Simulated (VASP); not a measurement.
Ta2O5, 14 atoms in the cell. The typed cell holds 14 atoms: a = 5.358 Å, b = 5.358 Å, c = 6.217 Å, α = 90.00°, β = 90.00°, γ = 86.67°. 

- Program: VASP 6.6.1
- Task: single point
- Functional: PBEsol
- Potentials or basis: VASP PAW PBE potentials, release 64 (Ta_pv, O)
- Cutoff: 520 eV
- k mesh: 2 × 2 × 2
- Occupations: fermi-dirac, width 0.24 eV
- Spin: no spin polarisation
- Dipole correction: no
- Further INCAR settings: ALGO = Normal; EDIFF = 1e-06; NBANDS = 65

Potentials or basis: VASP PAW PBE potentials, release 64 (Ta_pv, O).

Run with:

```sh
$ cat potpaw_PBE.64/Ta_pv/POTCAR potpaw_PBE.64/O/POTCAR > POTCAR
$ mpirun -np 1 vasp_std > vasp.out
```

Hardware: 1 thread of Intel(R) Xeon(R) Platinum 8488C (Sapphire Rapids), on a shared host.

Problem. Estimate the wall time of this run.

Solution. It took 100 s on 1 thread of Intel(R) Xeon(R) Platinum 8488C (Sapphire Rapids), on a shared host, peak memory 0.28 GiB. Counts: scf iterations 17, k points 8.
